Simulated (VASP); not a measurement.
Here is a VASP 6.6.1 calculation.

The input POSCAR:

```
Y
1.0
    0.0000000000      2.5348630883      2.5348630883
    2.5348630883      0.0000000000      2.5348630883
    2.5348630883      2.5348630883      0.0000000000
Y
1
Direct
    0.0000000000      0.0000000000      0.0000000000
```

INCAR.step1

```
PREC = Accurate ; ENCUT = 520
ISMEAR = -1 ; SIGMA = 0.03
LREAL = F ; LASPH = T
NELM = 60 ; NBANDS = 12
GGA = PE ; ALGO = Normal
EDIFF = 1E-4 ; LWAVE = T
LCHARG = F
```

File INCAR.step2:

```
PREC = Accurate ; ENCUT = 520
EDIFF = 1E-8 ; ISMEAR = -1
SIGMA = 0.03 ; LREAL = F
LASPH = T ; NELM = 60
ALGO = Normal ; ISIF = 2
LWAVE = F ; LCHARG = F
METAGGA = R2SCAN ; LMIXTAU = T
LEFG = T ; NBANDS = 12
ISTART = 1
```

The input KPOINTS:

```
Automatic mesh
0
Gamma
  12 12 12
```

Potentials or basis: VASP PAW PBE potentials, release 64 (Y_sv).

Launch:

```console
$ cat potpaw_PBE.64/Y_sv/POTCAR > POTCAR
$ cp INCAR.step1 INCAR
$ mpirun -np 1 vasp_std > vasp.out
$ cp INCAR.step2 INCAR
$ mpirun -np 1 vasp_std > vasp.out
```

Estimate the pressure.

0.8 GPa.

Caveat: without QUAD_EFG the Cq values of the log hold for a quadrupole moment of 1 mb, not for the nuclei; the PAW data sets were made with another functional, which shifts forces and pressure a little.
